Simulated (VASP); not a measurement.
K3Ca3Se:

```
K Ca Se
1.0
     7.02600    0.00000    0.00000
     0.00000    7.02600    0.00000
     0.00000    0.00000    7.02600
K Ca Se
3 3 1
Direct
  0.50000 0.00000 0.00000
  0.00000 0.50000 0.00000
  0.00000 0.00000 0.50000
  0.00000 0.50000 0.50000
  0.50000 0.00000 0.50000
  0.50000 0.50000 0.00000
  0.00000 0.00000 0.00000
```

* Program: VASP 6.6.1
* Task: relaxation of cell and atoms
* Functional: PBE
* Potentials or basis: VASP PAW PBE potentials, release 64 (K_sv, Ca_sv, Se)
* Cutoff: 600 eV
* k mesh: 6 × 6 × 6
* Occupations: gaussian, width 0.1 eV
* Spin: no spin polarisation

At the start: pressure 0.4 GPa; volume 49.55 Å³/atom.

Task: How do energy, volume and symmetry change on relaxing?

Result: Over 4 steps the energy falls by 3.1 meV/atom and the volume is 52.25 Å³/atom (+5.4 %); space group Pm-3m (No. 221, to 0.05 Å).

Step by step:
```csv
step,energy change (eV),largest force (eV/Å),pressure (GPa),volume (Å³)
1,0.0000,0.0000,0.37,346.84
2,-0.0115,0.0000,0.25,352.66
3,-0.0209,0.0000,0.06,362.60
4,-0.0215,0.0000,0.00,365.72
```

Final structure:
```yaml
crystal:
  lattice:
    - [7.15129, 0.00000, 0.00000]
    - [0.00000, 7.15129, 0.00000]
    - [0.00000, 0.00000, 7.15129]
  atoms:
    - { symbol: K, position: [0.50000, 0.00000, 0.00000] }
    - { symbol: K, position: [0.00000, 0.50000, 0.00000] }
    - { symbol: K, position: [0.00000, 0.00000, 0.50000] }
    - { symbol: Ca, position: [0.00000, 0.50000, 0.50000] }
    - { symbol: Ca, position: [0.50000, 0.00000, 0.50000] }
    - { symbol: Ca, position: [0.50000, 0.50000, 0.00000] }
    - { symbol: Se, position: [0.00000, 0.00000, 0.00000] }
```
